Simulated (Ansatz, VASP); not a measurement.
# HfN: VASP beside Ansatz

```
Hf N
1.0
     0.00000    2.27594    2.27594
     2.25900    0.01694    2.25900
     2.25900    2.25900    0.01694
Hf N
1 1
Direct
  0.00000 0.00000 0.00000
  0.50000 0.50000 0.50000
```

Change from the starting cell: strain +0.0150 x Voigt [0, 0, 0, 1, 0, 0], atoms carried along.

Alike in both runs: task single point; functional PBE; k mesh 18 × 18 × 18; occupations gaussian, width 0.15 eV; no spin polarisation.

|  | VASP | Ansatz |
| --- | --- | --- |
| version | VASP 6.6.1 | Ansatz 0.2.0 |
| potentials or method | VASP PAW PBE potentials, release 64 (Hf_pv, N), cutoff 520 eV | scalar-relativistic, plane waves, PAW |
| valence electrons in the cell | 15 | 31 |

Ansatz gave:

```
gap on the k mesh at the Fermi level (eV)                     : none
pressure (GPa)                                                : 5.5
traceless stress, the component that is largest in VASP (GPa) : -1.78
```

Question: What did VASP give for the same quantities?

Answer: gap on the k mesh at the Fermi level (eV): none; pressure (GPa): 3.1; traceless stress, the component that is largest in VASP (GPa): -1.81.

A gap of «none» marks a metal or a gap that the smearing closes. VASP's potentials hold 15 valence electrons a cell and Ansatz's 31, so a difference there can come from the potentials and not from the codes.

Neither program's run includes spin-orbit coupling.
